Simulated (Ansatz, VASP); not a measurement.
## BiTe in VASP and in Ansatz

The input POSCAR:

```
BiTe
1.0
    2.2687986919      1.3098915355      3.7229843914
   -2.2687986919      1.3098915355      3.7229843914
    0.0000000000     -2.6197830711      3.7229843914
Bi Te
1 1
Direct
    0.5000000000      0.5000000000      0.5000000000
    0.0000000000      0.0000000000      0.0000000000
```

Contents of INCAR.step1:

```
PREC = Accurate ; ENCUT = 520
ISMEAR = 0 ; SIGMA = 0.15
LREAL = F ; LASPH = T
NELM = 60 ; NBANDS = 18
GGA = PE ; ALGO = Normal
EDIFF = 1E-4 ; LWAVE = T
LCHARG = F
```

File INCAR.step2:

```
PREC = Accurate ; ENCUT = 520
EDIFF = 1E-7 ; ISMEAR = 0
SIGMA = 0.15 ; LREAL = F
LASPH = T ; NELM = 60
ALGO = Normal ; ISIF = 2
LWAVE = F ; LCHARG = F
METAGGA = R2SCAN ; LMIXTAU = T
NBANDS = 18 ; ISTART = 1
```

File KPOINTS:

```
regular mesh
0
Gamma
  18 18 18
```

Input for Ansatz:

```yaml
crystal:
  lattice:
    - [2.2687986919, 1.3098915355, 3.7229843914]
    - [-2.2687986919, 1.3098915355, 3.7229843914]
    - [0.0, -2.6197830711, 3.7229843914]
  atoms:
    - { symbol: Bi, position: [0.5, 0.5, 0.5] }
    - { symbol: Te, position: [0.0, 0.0, 0.0] }
basis:
  ecutwfc: 500
kpoints:
  mp_grid: { grid: [18, 18, 18] }
hamiltonian:
  xc: r2scan
scf:
  occupations: { method: gaussian, width: 0.15 }
output:
  forces: true
  stress: true
  eigenvalues: true
```

Alike in both runs: task single point; functional r2SCAN; k mesh 18 × 18 × 18; occupations gaussian, width 0.15 eV; no spin polarisation.

|  | VASP | Ansatz |
| --- | --- | --- |
| version | VASP 6.6.1 | Ansatz 0.2.0 |
| potentials or method | VASP PAW PBE potentials, release 64 (Bi_d, Te), cutoff 520 eV | scalar-relativistic, plane waves, PAW |
| valence electrons in the cell | 21 | 31 |

|  | VASP | Ansatz | Ansatz less VASP |
| --- | --- | --- | --- |
| gap on the k mesh at the Fermi level (eV) | none | none | - |
| pressure (GPa) | 1.0 | 1.0 | +0.03 |

VASP's potentials were made for PBE, not for r2SCAN. A gap of «none» marks a metal or a gap that the smearing closes. VASP's potentials hold 21 valence electrons a cell and Ansatz's 31, so a difference there can come from the potentials and not from the codes.

Spin-orbit coupling is off throughout.
